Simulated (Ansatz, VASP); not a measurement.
## Two plane-wave programs on ScAl3

The input INCAR:

```
SYSTEM = ScAl3
PREC = Accurate
ENCUT = 520
EDIFF = 1E-6
ISMEAR = 0
SIGMA = 0.05
LREAL = .False.
LASPH = .True.
NELM = 60
ALGO = Normal
ISIF = 2
LWAVE = .False.
LCHARG = .False.
GGA = PE
NBANDS = 18
```

File KPOINTS:

```
Automatic mesh
0
Gamma
  10 10 10
  0 0 0
```

POSCAR

```
ScAl3
1.0
    4.0878065700      0.0000000000      0.0000000000
    0.0000000000      4.0878065700      0.0000000000
    0.0000000000      0.0000000000      4.0878065700
Sc Al
1 3
Direct
    0.0000000000      0.0000000000      0.0000000000
    0.5000000000      0.0000000000      0.5000000000
    0.0000000000      0.5000000000      0.5000000000
    0.5000000000      0.5000000000      0.0000000000
```

Input for Ansatz:

```yaml
crystal:
  lattice:
    - [4.08780657, 0.0, 0.0]
    - [0.0, 4.08780657, 0.0]
    - [0.0, 0.0, 4.08780657]
  atoms:
    - { symbol: Sc, position: [0.0, 0.0, 0.0] }
    - { symbol: Al, position: [0.5, 0.0, 0.5] }
    - { symbol: Al, position: [0.0, 0.5, 0.5] }
    - { symbol: Al, position: [0.5, 0.5, 0.0] }
basis:
  ecutwfc: 420
kpoints:
  mp_grid: { grid: [10, 10, 10] }
hamiltonian:
  xc: pbe
  pseudopotentials: { kind: paw }
scf:
  occupations: { method: gaussian, width: 0.05 }
output:
  forces: true
  eigenvalues: true
  eigenstates:
    nscf_kmesh: { grid: [28, 28, 28] }
    top_band: c6
    de_dk: true
    localisation: true
  stress: true
checkpoint:
  write: ck
  compress: false
  write_wavefunctions: false
  write_every: 100000
```

Alike in both runs: task single point; functional PBE; k mesh 10 × 10 × 10; occupations gaussian, width 0.05 eV; no spin polarisation.

```csv
,VASP,Ansatz
version,VASP 6.6.1,Ansatz 0.2.0
potentials or method,"VASP PAW PBE potentials, release 64 (Sc_sv, Al), cutoff 520 eV","scalar-relativistic, plane waves, PAW"
valence electrons in the cell,20,20
```

|  | VASP | Ansatz | Ansatz less VASP |
| --- | --- | --- | --- |
| pressure (GPa) | 1.1 | 1.1 | -0.01 |
